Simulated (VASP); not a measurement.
A run of VASP 6.6.1 is set up as follows.

Contents of INCAR:

```
SYSTEM = Ti
ALGO = Normal
EDIFF = 1E-6
ENCUT = 520
GGA = PE
ISIF = 2
ISMEAR = -1
LASPH = .True.
LCHARG = .True.
LELF = .True.
LREAL = .False.
LVHAR = .True.
LWAVE = .False.
NBANDS = 19
NELM = 100
PREC = Accurate
SIGMA = 0.1
```

KPOINTS

```
k-points
0
Gamma
  20 20 11
  0 0 0
```

Contents of POSCAR:

```
Ti
1.0
    2.9777521682      0.0000000000      0.0000000000
   -1.4888760841      2.5788090238      0.0000000000
    0.0000000000      0.0000000000      4.7172593688
Ti
2
Direct
    0.3333333333      0.6666666667      0.2500000000
    0.6666666667      0.3333333333      0.7500000000
```

Potentials or basis: VASP PAW PBE potentials, release 64 (Ti_sv).

Command:

```sh
$ cat potpaw_PBE.64/Ti_sv/POTCAR > POTCAR
$ mpirun -np 1 vasp_std > vasp.out
```

Q: Predict the band gap on the k mesh.

A: Zero (band 12 reaches 8.65 eV, above the bottom of band 13 at 7.59 eV).

Q: Predict the pressure.

A: -4.2 GPa.

Stress tensor (GPa, compression positive):
```
-4.20  0.00  0.00
 0.00 -4.20  0.00
 0.00  0.00 -4.32
```
